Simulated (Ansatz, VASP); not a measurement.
## AlAs in VASP and in Ansatz

File INCAR:

```
ALGO = Normal ; EDIFF = 1E-6
ENCUT = 500 ; GGA = PE
GGA_COMPAT = False ; ISIF = 2
ISMEAR = 0 ; LASPH = True
LCHARG = False ; LREAL = False
LWAVE = False ; NBANDS = 11
NELM = 120 ; PREC = Accurate
SIGMA = 0.01
```

File KPOINTS:

```
k-points
0
Gamma
  8 8 8
```

The input POSCAR:

```
AlAs
1.0
    0.0000000000      2.8640530136      2.8640530136
    2.8640530136      0.0000000000      2.8640530136
    2.8640530136      2.8640530136      0.0000000000
Al As
1 1
Direct
    0.0000000000      0.0000000000      0.0000000000
    0.2500000000      0.2500000000      0.2500000000
```

Input for Ansatz:

```yaml
crystal:
  lattice:
    - [0.0, 2.8640530136, 2.8640530136]
    - [2.8640530136, 0.0, 2.8640530136]
    - [2.8640530136, 2.8640530136, 0.0]
  atoms:
    - { symbol: Al, position: [0.0, 0.0, 0.0] }
    - { symbol: As, position: [0.25, 0.25, 0.25] }
basis:
  ecutwfc: 420
kpoints:
  mp_grid: { grid: [8, 8, 8] }
  band_path:
    path:
      - [0.0, 0.0, 0.0]
      - [0.0, 0.0, 0.0]
      - [0.0, 0.0, 0.0]
      - [0.0, 0.0, 0.0]
      - [0.0, 0.0, 0.0]
      - [0.0, 0.0, 0.0]
      - [0.0, 0.0, 0.0]
      - [0.0, 0.0, 0.0]
      - [0.0, 0.0, 0.0]
      - [0.0, 0.0, 0.0]
      - [0.0, 0.0, 0.0]
      - [0.0, 0.0, 0.0]
      - [0.0, 0.0, 0.0]
      - [0.0, 0.0, 0.0]
      - [0.0, 0.0, 0.0]
      - [0.0, 0.0, 0.0]
      - [0.0, 0.0, 0.0]
      - [0.0, 0.0, 0.0]
      - [0.0, 0.0, 0.0]
      - [0.0, 0.0, 0.0]
      - [0.0, 0.0, 0.0]
      - [0.0, 0.0, 0.0]
      - [0.0, 0.0, 0.0]
      - [0.0, 0.0, 0.0]
      - [0.0, 0.0, 0.0]
      - [0.0, 0.0, 0.0]
      - [0.3, 0.3, 0.0]
      - [0.3166666667, 0.3166666667, 0.0]
      - [0.3333333333, 0.3333333333, 0.0]
      - [0.35, 0.35, 0.0]
      - [0.3666666667, 0.3666666667, 0.0]
      - [0.3833333333, 0.3833333333, 0.0]
      - [0.4, 0.4, 0.0]
      - [0.4166666667, 0.4166666667, 0.0]
      - [0.4333333333, 0.4333333333, 0.0]
      - [0.45, 0.45, 0.0]
      - [0.4666666667, 0.4666666667, 0.0]
      - [0.4833333333, 0.4833333333, 0.0]
      - [0.5, 0.5, 0.0]
      - [0.5, 0.5, 0.5]
      - [0.5, 0.5, 0.5]
      - [0.5, 0.5, 0.5]
      - [0.5, 0.5, 0.5]
      - [0.5, 0.5, 0.5]
      - [0.5, 0.5, 0.5]
      - [0.5, 0.5, 0.5]
      - [0.5, 0.5, 0.5]
      - [0.5, 0.5, 0.5]
      - [0.5, 0.5, 0.5]
      - [0.5, 0.5, 0.5]
      - [0.5, 0.5, 0.5]
      - [0.5, 0.5, 0.5]
    npoints: 1
hamiltonian:
  xc: pbe
  pseudopotentials: { kind: paw, azcp: { folder: soft_1 } }
scf:
  occupations: { method: fixed }
  n_extra_bands: 5
output:
  eigenvalues: true
```

Alike in both runs: task single point; functional PBE; k mesh 8 × 8 × 8; no spin polarisation.

|  | VASP | Ansatz |
| --- | --- | --- |
| version | VASP 6.6.1 | Ansatz 0.2.0 |
| potentials or method | VASP PAW PBE potentials, release 64 (Al, As), cutoff 500 eV | scalar-relativistic, plane waves, PAW |
| occupations | gaussian, width 0.01 eV | fixed |
| valence electrons in the cell | 8 | 18 |

Ansatz gave:

- gap on the k mesh at the Fermi level (eV): 1.50
- least direct gap on the mesh (eV): 1.78

Question: What did VASP give for the same quantities?

Answer: gap on the k mesh at the Fermi level (eV): 1.49; least direct gap on the mesh (eV): 1.78.

VASP's potentials hold 8 valence electrons a cell and Ansatz's 18, so a difference there can come from the potentials and not from the codes.
